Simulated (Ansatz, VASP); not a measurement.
## AgS in VASP and in Ansatz

```xyz
2
Lattice="0.0000 2.6414 2.6414 2.6414 0.0000 2.6414 2.6414 2.6414 0.0000" Properties=species:S:1:pos:R:3 pbc="T T T"
Ag    0.0000    0.0000    0.0000
S     2.6414    2.6414    2.6414
```

Change from the starting cell: species swapped into the TlBr type (Fm-3m, No. 225).

Alike in both runs: functional PBE; k mesh 18 × 18 × 18; occupations gaussian, width 0.1 eV; no spin polarisation.

Ansatz relaxed the structure, and its values are those at the end. VASP's run is a single point on that final structure, the one shown.

|  | VASP | Ansatz |
| --- | --- | --- |
| version | VASP 6.6.1 | Ansatz 0.2.0 |
| potentials or method | VASP PAW PBE potentials, release 64 (Ag, S), cutoff 520 eV | scalar-relativistic, plane waves, PAW |
| valence electrons in the cell | 17 | 25 |

|  | VASP | Ansatz | Ansatz less VASP |
| --- | --- | --- | --- |
| gap on the k mesh at the Fermi level (eV) | none | none | - |
| pressure (GPa) | -0.2 | 0.0 | +0.17 |

A gap of «none» marks a metal or a gap that the smearing closes. VASP's potentials hold 17 valence electrons a cell and Ansatz's 25, so a difference there can come from the potentials and not from the codes.
